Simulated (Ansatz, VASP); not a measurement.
**LaNb2N3: VASP beside Ansatz**

Contents of INCAR:

```
PREC = Accurate ; ENCUT = 520
EDIFF = 1E-7 ; ISMEAR = 0
SIGMA = 0.1 ; LREAL = False
LASPH = True ; NELM = 100
ALGO = Normal ; ISIF = 2
LWAVE = False ; LCHARG = True
GGA = PE ; LELF = True
LVHAR = True ; NBANDS = 35
```

KPOINTS

```
regular mesh
0
Gamma
  8 8 12
```

The input POSCAR:

```
LaNb2N3
1.0
    2.7517662984     -5.2135154070      0.0000000000
    2.7517662984      5.2135154070      0.0000000000
    0.0000000000      0.0000000000      3.1948830883
La Nb N
1 2 3
Direct
    0.0000000000      0.0000000000      0.0000000000
    0.5000000000      0.0000000000      0.5000000000
    0.0000000000      0.5000000000      0.5000000000
    0.7609508707      0.2390491293      0.0000000000
    0.2390491293      0.7609508707      0.0000000000
    0.5000000000      0.5000000000      0.5000000000
```

Input for Ansatz:

```yaml
crystal:
  lattice:
    - [2.7517662984, -5.213515407, 0.0]
    - [2.7517662984, 5.213515407, 0.0]
    - [0.0, 0.0, 3.1948830883]
  atoms:
    - { symbol: La, position: [0.0, 0.0, 0.0] }
    - { symbol: Nb, position: [0.5, 0.0, 0.5] }
    - { symbol: Nb, position: [0.0, 0.5, 0.5] }
    - { symbol: "N", position: [0.7609508707, 0.2390491293, 0.0] }
    - { symbol: "N", position: [0.2390491293, 0.7609508707, 0.0] }
    - { symbol: "N", position: [0.5, 0.5, 0.5] }
basis:
  ecutwfc: 420
kpoints:
  mp_grid: { grid: [8, 8, 12] }
  band_path:
    path:
      - [[0.0, 0.0, 0.0], [-0.5, 0.5, 0.0], [-0.3196469, 0.6803531, 0.0]]
      - [[0.3196469, 0.3196469, 0.0], [0.0, 0.0, 0.0], [0.0, 0.0, 0.5], [0.3196469, 0.3196469, 0.5]]
      - [[-0.3196469, 0.6803531, 0.5], [-0.5, 0.5, 0.5], [-0.5, 0.5, 0.0]]
      - [[0.0, 0.0, 0.0], [0.0, 0.5, 0.0], [0.0, 0.5, 0.5], [0.0, 0.0, 0.5], [-0.5, 0.5, 0.5]]
    npoints: 14
hamiltonian:
  xc: pbe
scf:
  occupations: { method: gaussian, width: 0.1 }
  n_extra_bands: 15
output:
  forces: true
  stress: true
  eigenvalues: true
  populations: true
  dos: { projected: true, de: 0.02, nscf_kmesh: { grid: [10, 10, 15] } }
  bader: true
  write_density: true
  write_potential: true
  elf: true
  volumetric_format: npy
```

Alike in both runs: task single point; functional PBE; k mesh 8 × 8 × 12; occupations gaussian, width 0.1 eV; no spin polarisation.

|  | VASP | Ansatz |
| --- | --- | --- |
| version | VASP 6.6.1 | Ansatz 0.2.0 |
| potentials or method | VASP PAW PBE potentials, release 64 (La, Nb_sv, N), cutoff 520 eV | scalar-relativistic, plane waves, PAW |
| valence electrons in the cell | 52 | 52 |

Ansatz gave:

* gap on the k mesh at the Fermi level (eV): none
* pressure (GPa): 0.0
* traceless stress, the component that is largest in VASP (GPa): 0.00

Problem. Which values does VASP return?

Solution. gap on the k mesh at the Fermi level (eV): none; pressure (GPa): -0.3; traceless stress, the component that is largest in VASP (GPa): 0.06.

A gap of «none» marks a metal or a gap that the smearing closes. With one functional, cell and mesh, what is left measures potentials, basis and numerics.

Neither program's run includes spin-orbit coupling.
